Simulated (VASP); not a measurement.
# CuO (P4/mmm) in VASP: a series of runs

CuO is run at these levels: PBE; tasks: single point, relaxation of cell and atoms.

Program: VASP 6.6.1. These are calculated values, not measurements. Logs are shortened: lines on timing, memory, paths and dates and some standing lists are left out, and cuts for length are marked.

### 1 The cell of the first run

Symmetry: P4/mmm, No. 123, tetragonal system. Conventional cell: a = 2.450 Å, b = 2.450 Å, c = 4.443 Å, α = 90.00°, β = 90.00°, γ = 90.00°. Within 3.2 Å of Cu (site symmetry 4/mmm) lie 4 Cu at 2.45 Å and 8 O at 2.82 Å. O (site symmetry 4/mmm) has 4 O at 2.45 Å and 8 Cu at 2.82 Å within 3.2 Å.

### 2 Single point, PBE, collinear spin, ferromagnetic start

INCAR reads:

```
PREC     = Accurate       # precision mode
ENCUT    = 520            # plane-wave cutoff, eV
EDIFF    = 1E-7           # SCF threshold, eV
ISMEAR   = 0              # smearing method
SIGMA    = 0.1            # smearing width, eV
LREAL    = F              # projectors in reciprocal space
LASPH    = T              # aspherical terms in the spheres
NELM     = 150            # most SCF steps
ALGO     = Normal         # electronic algorithm
ISIF     = 2              # what is computed and relaxed
LWAVE    = F              # write WAVECAR
LCHARG   = F              # write CHGCAR
ISPIN    = 2              # spin polarisation
MAGMOM   = 1 0            # initial moments
LORBIT   = 11             # projections on sites
LMAXMIX  = 4              # l up to which the mixer works
GGA      = PE             # functional
NBANDS   = 20             # bands
```

KPOINTS reads:

```
regular mesh
0
Gamma
  8 8 4
```

POSCAR reads:

```
CuO
1.0
    2.4503266900      0.0000000000      0.0000000000
    0.0000000000      2.4503266900      0.0000000000
    0.0000000000      0.0000000000      4.4433379800
Cu O
1 1
Direct
    0.5000000000      0.5000000000      0.5000000000
    0.0000000000      0.0000000000      0.0000000000
```

Potentials or basis: VASP PAW PBE potentials, release 64 (Cu, O).

The run is started by

```bash
cat potpaw_PBE.64/Cu/POTCAR potpaw_PBE.64/O/POTCAR > POTCAR
mpirun -np 1 vasp_std > vasp.out
```

OUTCAR:

```text
PREC = Accurate
   ENCUT = 520
   EDIFF = 1E-7
   ISMEAR = 0
   LREAL = F
   LASPH = T
   NELM = 150
   ISIF = 2
   ISPIN = 2
   LORBIT = 11
   GGA = PE

 ion  position               nearest neighbor table
   1  0.500  0.500  0.500-
   2  0.000  0.000  0.000-

  LATTYP: Found a simple tetragonal cell.
 ALAT       =     2.4503266900
 C/A-ratio  =     1.8133655394

  Lattice vectors:

 A1 = (   2.4503266900,   0.0000000000,   0.0000000000)
 A2 = (   0.0000000000,   2.4503266900,   0.0000000000)
 A3 = (   0.0000000000,   0.0000000000,   4.4433379800)

Analysis of symmetry for initial positions (statically):
=====================================================================
 Subroutine PRICEL returns:
 Original cell was already a primitive cell.

 Routine SETGRP: Setting up the symmetry group for a
 simple tetragonal supercell.

 Subroutine GETGRP returns: Found 16 space group operations
 (whereof 16 operations were pure point group operations)
 out of a pool of 16 trial point group operations.

The static configuration has the point symmetry D_4h.

Analysis of symmetry for dynamics (positions and initial velocities):
=====================================================================
 Subroutine PRICEL returns:
 Original cell was already a primitive cell.

 Routine SETGRP: Setting up the symmetry group for a
 simple tetragonal supercell.

 Subroutine GETGRP returns: Found 16 space group operations
 (whereof 16 operations were pure point group operations)
 out of a pool of 16 trial point group operations.

The dynamic configuration has the point symmetry D_4h.

Analysis of structural, dynamic, and magnetic symmetry:
=====================================================================
 Subroutine PRICEL returns:
 Original cell was already a primitive cell.

 Routine SETGRP: Setting up the symmetry group for a
 simple tetragonal supercell.

 Subroutine GETGRP returns: Found 16 space group operations
 (whereof 16 operations were pure point group operations)
 out of a pool of 16 trial point group operations.

The overall configuration has the point symmetry D_4h.

 Subroutine INISYM returns: Found 16 space group operations
 (whereof 16 operations are pure point group operations),
 and found     1 'primitive' translations

----------------------------------------------------------------------------------------

                                     Primitive cell

  volume of cell :      26.6782

  direct lattice vectors                    reciprocal lattice vectors
     2.450326690  0.000000000  0.000000000     0.408108847  0.000000000  0.000000000
     0.000000000  2.450326690  0.000000000     0.000000000  0.408108847  0.000000000
     0.000000000  0.000000000  4.443337980     0.000000000  0.000000000  0.225056029

  length of vectors
     2.450326690  2.450326690  4.443337980     0.408108847  0.408108847  0.225056029

  position of ions in fractional coordinates (direct lattice)
     0.500000000  0.500000000  0.500000000
     0.000000000  0.000000000  0.000000000

  ion indices of the primitive-cell ions
   primitive index   ion index
                 1           1
                 2           2

----------------------------------------------------------------------------------------

 KPOINTS: regular mesh

Automatic generation of k-mesh.
 Grid dimensions read from file:
 generate k-points for:    8    8    4

 Generating k-lattice:

  Cartesian coordinates                     Fractional coordinates (reciprocal lattice)
     0.051013606  0.000000000  0.000000000     0.125000000  0.000000000  0.000000000
     0.000000000  0.051013606  0.000000000     0.000000000  0.125000000  0.000000000
     0.000000000  0.000000000  0.056264007     0.000000000  0.000000000  0.250000000

  Length of vectors
     0.051013606  0.051013606  0.056264007

  Shift w.r.t. Gamma in fractional coordinates (k-lattice)
     0.000000000  0.000000000  0.000000000

 Subroutine IBZKPT returns following result:
 ===========================================

 Found     45 irreducible k-points:

 Following reciprocal coordinates:
            Coordinates               Weight
  0.000000  0.000000  0.000000      1.000000
  0.125000  0.000000  0.000000      4.000000
  0.250000  0.000000  0.000000      4.000000
  0.375000  0.000000  0.000000      4.000000
  0.500000  0.000000  0.000000      2.000000
  0.125000  0.125000  0.000000      4.000000
[... 16 lines left out ...]
  0.375000  0.125000  0.250000     16.000000
  0.500000  0.125000  0.250000      8.000000
 [... further k-points ...]
   k-points           NKPTS =     45   k-points in BZ     NKDIM =     45   number of bands    NBANDS=     20
   number of dos      NEDOS =    301   number of ions     NIONS =      2
   total plane-waves  NPLWV =  11664
   dimension x,y,z NGX =    18 NGY =   18 NGZ =   36
   dimension x,y,z NGXF=    36 NGYF=   36 NGZF=   72
   ions per type =               1   1
   NGX,Y,Z   is equivalent  to a cutoff of  12.21, 12.21, 13.47 a.u.
   NGXF,Y,Z  is equivalent  to a cutoff of  24.42, 24.42, 26.94 a.u.
 SYSTEM =  unknown system
   PREC   = accura    normal or accurate (medium, high low for compatibility)
   ISTART =      0    job   : 0-new  1-cont  2-samecut
   ICHARG =      2    charge: 1-file 2-atom 10-const
   ISPIN  =      2    spin polarized calculation?
   LNONCOLLINEAR =      F non collinear calculations
   LSORBIT =      F    spin-orbit coupling
   LASPH  =      T    aspherical Exc in radial PAW
   ENCUT  =  520.0 eV  38.22 Ry    6.18 a.u.   4.56  4.56  8.26*2*pi/ulx,y,z
   NELM   =    150;   NELMIN=  2; NELMDL= -5     # of ELM steps
   EDIFF  = 0.1E-06   stopping-criterion for ELM
   LREAL  =      F    real-space projection
   EDIFFG = 0.1E-05   stopping-criterion for IOM
   NSW    =      0    number of steps for IOM
   IBRION =     -1    ionic relax: 0-MD 1-quasi-New 2-CG
   NFREE  =      0    steps in history (QN), initial steepest desc. (CG)
   ISIF   =      2    stress and relaxation
   ISYM   =      2    0-nonsym 1-usesym 2-fastsym
   POTIM  = 0.5000    time-step for ionic-motion
   TEBEG  =    0.0;   TEEND  =   0.0 temperature during run
   PSTRESS=    0.0 pullay stress
   NELECT =      17.0000    total number of electrons
   NUPDOWN=      -1.0000    fix difference up-down
   EMIN   =  10.00;   EMAX   =-10.00  energy-range for DOS
   EFERMI =   0.00;   METHOD = LEGACY
   ISMEAR =     0;   SIGMA  =   0.10  broadening in eV -4-tet -1-fermi 0-gaus
   EFERMI_NEDOS =   21; number of points for ismear=-14 and -15
   IALGO  =     38    algorithm
   IMIX   =      4    mixing-type and parameters
     AMIX     =   0.40;   BMIX     =  1.00
     AMIX_MAG =   1.60;   BMIX_MAG =  1.00
  volume/ion in A,a.u.               =      13.34        90.02
  Fermi-wavevector in a.u.,A,eV,Ry     =   1.408765  2.662181 27.002396  1.984620
  Thomas-Fermi vector in A             =   2.530890
   LORBIT       =     11    0 simple, 1 ext, 2 COOP (PROOUT), +10 PAW based schemes
   GGA     = PE    functional components
   LHFCALC =     F    Hartree Fock is set to
   AEXX    =    0.0000 exact exchange contribution
   IVDW    =     0    specifies the selected vdW correction
   LEPSILON=     F    determine dielectric tensor
   LRPA    =     F    only Hartree local field effects (RPA)
 spin polarized calculation
 Gauss-broadening in eV      SIGMA  =   0.10
  energy-cutoff  :      520.00
  volume of cell :       26.68
 maximum number of plane-waves:       741
   NGX =  9   NGY =  9   NGZ = 17

 number of electron      16.9999973 magnetization       0.0030894

 number of electron      16.9999973 magnetization      -0.0001255

 Free energy of the ion-electron system (eV)
  ---------------------------------------------------
  ext. energy  EPLUGINS =         0.00000000
  ---------------------------------------------------
  free energy    TOTEN  =        -6.44165554 eV

  energy without entropy =       -6.43105481  energy(sigma->0) =       -6.43635518

 E-fermi :   2.0138     XC(G=0): -10.6719

 val. band max:        2.0057031213   @ k =   0.1250   0.1250   0.2500
 cond. band min:       2.0172583343   @ k =   0.2500   0.0000   0.0000
 fundamental gap:      0.0115552131
 Fermi energy:         2.0138343173

 spin component 1

 k-point     1 :       0.0000    0.0000    0.0000
  band No.  band energies     occupation
      1     -15.3739      1.00000
      2      -2.3355      1.00000
      3      -1.2549      1.00000
      4      -0.7793      1.00000
      5       1.0167      1.00000
      6       1.1923      1.00000
[... 12 lines left out ...]
     19      29.1591      0.00000
     20      30.0844      0.00000

 k-point     2 :       0.1250    0.0000    0.0000
  band No.  band energies     occupation
      1     -15.2261      1.00000
      2      -1.9805      1.00000
      3      -1.1810      1.00000
      4      -0.6445      1.00000
      5       0.7662      1.00000
      6       1.1819      1.00000
[... 12 lines left out ...]
     19      29.3559      0.00000
     20      30.3711      0.00000
[... 465 lines left out ...]
      3      -0.9247      1.00000
      4      -0.2669      1.00000
      5       0.3918      1.00000
      6       0.8777      1.00000
[... 12 lines left out ...]
     19      29.6269      0.00000
     20      30.5795      0.00000

 k-point    24 :       0.5000    0.1250    0.2500
  band No.  band energies     occupation
      1     -14.0905      1.00000
      2      -1.8869      1.00000
      3      -0.7492      1.00000
      4      -0.2605      1.00000
      5       0.3161      1.00000
      6       1.1018      1.00000
[... 12 lines left out ...]
     19      28.1908      0.00000
     20      30.1645      0.00000

 [... further k-points ...]

 spin component 2

 k-point     1 :       0.0000    0.0000    0.0000
  band No.  band energies     occupation
      1     -15.3741      1.00000
      2      -2.3355      1.00000
      3      -1.2550      1.00000
      4      -0.7794      1.00000
      5       1.0167      1.00000
      6       1.1923      1.00000
[... 12 lines left out ...]
     19      29.1590      0.00000
     20      30.0645      0.00000

 k-point     2 :       0.1250    0.0000    0.0000
  band No.  band energies     occupation
      1     -15.2263      1.00000
      2      -1.9805      1.00000
      3      -1.1811      1.00000
      4      -0.6445      1.00000
      5       0.7662      1.00000
      6       1.1819      1.00000
[... 12 lines left out ...]
     19      29.3559      0.00000
     20      30.3711      0.00000
[... 465 lines left out ...]
      3      -0.9247      1.00000
      4      -0.2669      1.00000
      5       0.3918      1.00000
      6       0.8777      1.00000
[... 12 lines left out ...]
     19      29.6269      0.00000
     20      30.5795      0.00000

 k-point    24 :       0.5000    0.1250    0.2500
  band No.  band energies     occupation
      1     -14.0907      1.00000
      2      -1.8871      1.00000
      3      -0.7492      1.00000
      4      -0.2606      1.00000
      5       0.3162      1.00000
      6       1.1017      1.00000
[... 12 lines left out ...]
     19      28.1908      0.00000
     20      30.1644      0.00000

 [... further k-points ...]

------------------------ aborting loop because EDIFF is reached ----------------------------------------

  FORCE on cell =-STRESS in cart. coord.  units (eV):
  Direction    XX          YY          ZZ          XY          YZ          ZX
  --------------------------------------------------------------------------------------
  -------------------------------------------------------------------------------------
  Total       -1.4797044     -1.4797044     -5.2621662      0.0000000      0.0000000      0.0000000
  in kB      -88.8644816    -88.8644816   -316.0223635      0.0000000      0.0000000      0.0000000
  external PRESSURE =    -164.5837756 kB  Pullay stress =       0.0000000 kB

 VOLUME and BASIS-vectors are now :
 -----------------------------------------------------------------------------
  energy-cutoff  :      520.00
  volume of cell :       26.68
      direct lattice vectors                 reciprocal lattice vectors
     2.450326690  0.000000000  0.000000000     0.408108847  0.000000000  0.000000000
     0.000000000  2.450326690  0.000000000     0.000000000  0.408108847  0.000000000
     0.000000000  0.000000000  4.443337980     0.000000000  0.000000000  0.225056029

 POSITION                                       TOTAL-FORCE (eV/Angst)
 -----------------------------------------------------------------------------------
      1.22516      1.22516      2.22167         0.000000      0.000000      0.000000
      0.00000      0.00000      0.00000         0.000000      0.000000      0.000000
 -----------------------------------------------------------------------------------
    total drift:                                0.000000     -0.000000     -0.000000

  FREE ENERGIE OF THE ION-ELECTRON SYSTEM (eV)
  ---------------------------------------------------
  free  energy   TOTEN  =        -6.4416555425 eV

  energy  without entropy=       -6.4310548117  energy(sigma->0) =       -6.43635518

 total charge

# of ion       s       p       d       tot
------------------------------------------
    1        0.323   0.170   9.256   9.749
    2        1.629   2.994   0.000   4.624
--------------------------------------------------
tot          1.952   3.165   9.256  14.373

 magnetization (x)

# of ion       s       p       d       tot
------------------------------------------
    1        0.000   0.000  -0.000  -0.000
    2       -0.000  -0.000   0.000  -0.000
--------------------------------------------------
tot          0.000  -0.000  -0.000  -0.000
```

Run time: 2.9 min. Hardware: 1 thread of AMD EPYC 7R13, shared host; peak memory 0.13 GiB.

What came out:

* Free energy: -6.4417 eV
* Pressure: -16.5 GPa
* Net moment: 0.00 μB per cell
* Valence electrons inside the program's atomic spheres: Cu 9.75; O 4.62

Stress tensor (GPa, compression positive):
```
 -8.89   0.00   0.00
  0.00  -8.89   0.00
  0.00   0.00 -31.60
```

Caveat: semilocal functionals often make such compounds metallic where correlation or magnetic order opens a gap, which also shifts bond lengths.

[end of part 1 of 2]
